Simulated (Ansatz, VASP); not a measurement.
**BaZrO3: VASP beside Ansatz**

File POSCAR:

```
BaZrO3
1.0
    4.2053517891      0.0000000000      0.0000000000
    0.0000000000      4.2053517891      0.0000000000
    0.0000000000      0.0000000000      4.2053517891
Ba Zr O
1 1 3
Direct
    0.0000000000      0.0000000000      0.0000000000
    0.5000000000      0.5000000000      0.5000000000
    0.0000000000      0.5000000000      0.5000000000
    0.5000000000      0.0000000000      0.5000000000
    0.5000000000      0.5000000000      0.0000000000
```

File INCAR.step1:

```
ALGO     = Normal         # electronic algorithm
EDIFF    = 1E-5           # SCF threshold, eV
ENCUT    = 520            # plane-wave cutoff, eV
GGA      = PE             # functional
ISIF     = 2              # what is computed and relaxed
ISMEAR   = 0              # smearing method
LASPH    = True           # aspherical terms in the spheres
LREAL    = False          # projectors in reciprocal space
LWAVE    = True           # write WAVECAR
NBANDS   = 28             # bands
NELM     = 60             # most SCF steps
PREC     = Accurate       # precision mode
SIGMA    = 0.01           # smearing width, eV
```

File INCAR.step2:

```
ALGO     = Normal         # electronic algorithm
EDIFF    = 1E-7           # SCF threshold, eV
ENCUT    = 520            # plane-wave cutoff, eV
GGA      = PE             # functional
HFSCREEN = 0.2079         # screening, 1/A
ISIF     = 2              # what is computed and relaxed
ISMEAR   = 0              # smearing method
ISTART   = 1            
LASPH    = True           # aspherical terms in the spheres
LCHARG   = True           # write CHGCAR
LELF     = True           # ELF
LHFCALC  = True           # exact exchange
LREAL    = False          # projectors in reciprocal space
LVHAR    = True         
LWAVE    = False          # write WAVECAR
NBANDS   = 28             # bands
NELM     = 60             # most SCF steps
PREC     = Accurate       # precision mode
PRECFOCK = Fast         
SIGMA    = 0.01           # smearing width, eV
```

The input KPOINTS:

```
k-points
0
Gamma
  4 4 4
```

Input for Ansatz:

```yaml
crystal:
  lattice:
    - [4.2053517891, 0.0, 0.0]
    - [0.0, 4.2053517891, 0.0]
    - [0.0, 0.0, 4.2053517891]
  atoms:
    - { symbol: Ba, position: [0.0, 0.0, 0.0] }
    - { symbol: Zr, position: [0.5, 0.5, 0.5] }
    - { symbol: O, position: [0.0, 0.5, 0.5] }
    - { symbol: O, position: [0.5, 0.0, 0.5] }
    - { symbol: O, position: [0.5, 0.5, 0.0] }
kpoints:
  mp_grid: { grid: [4, 4, 4] }
  band_path:
    path: [[0.0, 0.0, 0.0], [0.0, 0.5, 0.0], [0.5, 0.5, 0.0], [0.5, 0.5, 0.5]]
    npoints: 1
hamiltonian:
  xc: hse06
scf:
  occupations: { method: fixed }
  n_extra_bands: 5
output:
  forces: true
  stress: true
  eigenvalues: true
  write_density: true
  write_potential: true
  elf: true
  volumetric_format: npy
```

Alike in both runs: task single point; functional HSE06; k mesh 4 × 4 × 4; no spin polarisation.

```csv
,VASP,Ansatz
version,VASP 6.6.1,Ansatz 0.2.0
potentials or method,"VASP PAW PBE potentials, release 64 (Ba_sv, Zr_sv, O)","plane waves, PAW"
plane-wave cutoff (eV),520,420
occupations,"gaussian, width 0.01 eV",fixed
valence electrons in the cell,40,40
```

Ansatz gave:

- gap on the k mesh at the Fermi level (eV): 4.69
- pressure (GPa): -1.5

What did VASP give for the same quantities?

gap on the k mesh at the Fermi level (eV): 4.64; pressure (GPa): -0.5.

Ansatz's warnings: stress exchange threshold loose, stress scf threshold loose.

Neither program's run includes spin-orbit coupling.
